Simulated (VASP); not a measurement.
Input of a VASP 6.6.1 run:

INCAR

```
PREC = Accurate
ENCUT = 520
EDIFF = 1E-6
ISMEAR = 0
SIGMA = 0.2
LREAL = F
LASPH = T
NELM = 100
ALGO = Normal
ISIF = 2
LWAVE = F
LCHARG = T
GGA = PE
LELF = T
LVHAR = T
NBANDS = 46
```

Contents of KPOINTS:

```
regular mesh
0
Gamma
  6 6 2
```

File POSCAR:

```
AlRu5
1.0
    2.7551680776      0.0000000000      0.0000000000
    0.0000000000      2.7551680776      0.0000000000
    0.0000000000      0.0000000000     10.9624610186
Al Ru
1 5
Direct
    0.0000000000      0.0000000000      0.0000000000
    0.5000000000      0.5000000000      0.1649649731
    0.0000000000      0.0000000000      0.3266968316
    0.5000000000      0.5000000000      0.8350350269
    0.0000000000      0.0000000000      0.6733031684
    0.5000000000      0.5000000000      0.5000000000
```

Potentials or basis: VASP PAW PBE potentials, release 64 (Al, Ru_pv).

The run is started by

```sh
$ cat potpaw_PBE.64/Al/POTCAR potpaw_PBE.64/Ru_pv/POTCAR > POTCAR
$ mpirun -np 1 vasp_std > vasp.out
```

(1) Predict the band gap on the k mesh.

(2) What does it give for the largest force?

(3) Predict the pressure.

Answers

(1) zero (an odd number of electrons rules out a gap without spin polarisation).

(2) 0.029 eV/Å.

(3) -0.1 GPa.

Caveat: the k points lie up to 0.38 Å⁻¹ apart, too coarse for converged energies and pressures of a metal.
